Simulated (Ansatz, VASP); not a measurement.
Tl: VASP beside Ansatz

File INCAR:

```
SYSTEM = Tl
ALGO = Normal ; EDIFF = 1E-6
ENCUT = 520 ; GGA = PE
ISIF = 2 ; ISMEAR = -1
LASPH = .TRUE. ; LCHARG = .TRUE.
LELF = .TRUE. ; LREAL = .FALSE.
LVHAR = .TRUE. ; LWAVE = .FALSE.
NBANDS = 20 ; NELM = 100
PREC = Accurate ; SIGMA = 0.05
```

The input KPOINTS:

```
k-points
0
G
  11 11 6
  0 0 0
```

POSCAR

```
Tl
1.0
    3.4210868953      0.0000000000      0.0000000000
   -1.7105434477      2.9627481599      0.0000000000
    0.0000000000      0.0000000000      5.4691881033
Tl
2
Direct
    0.3333333333      0.6666666667      0.2500000000
    0.6666666667      0.3333333333      0.7500000000
```

Input for Ansatz:

```yaml
crystal:
  lattice:
    - [3.4210868953, 0.0, 0.0]
    - [-1.7105434477, 2.9627481599, 0.0]
    - [0.0, 0.0, 5.4691881033]
  atoms:
    - { symbol: Tl, position: [0.3333333333, 0.6666666667, 0.25] }
    - { symbol: Tl, position: [0.6666666667, 0.3333333333, 0.75] }
kpoints:
  mp_grid: { grid: [11, 11, 6] }
scf:
  occupations: { method: fermi_dirac, width: 0.05 }
hamiltonian:
  xc: pbe
  pseudopotentials: { kind: all_electron, lapw: { basis_error: 0.0005 } }
output:
  forces: true
  stress: true
  eigenvalues: true
```

Change from the starting cell: volume scaled by 0.97.

Alike in both runs: task single point; functional PBE; k mesh 11 × 11 × 6; occupations fermi-dirac, width 0.05 eV; no spin polarisation.

```csv
,VASP,Ansatz
version,VASP 6.6.1,Ansatz 0.2.0
potentials or method,"VASP PAW PBE potentials, release 64 (Tl_d), cutoff 520 eV","all-electron LAPW, scalar-relativistic"
```

VASP gave:

| Quantity | Value |
| --- | --- |
| pressure (GPa) | 4.5 |
| traceless stress, the component that is largest in VASP (GPa) | 0.30 |

**Question.** Estimate Ansatz's values.

**Answer.** Pressure (GPa): 4.6; traceless stress, the component that is largest in VASP (GPa): 0.31.

Ansatz ran all-electron here, and VASP with PAW potentials.

Spin-orbit coupling is off throughout.
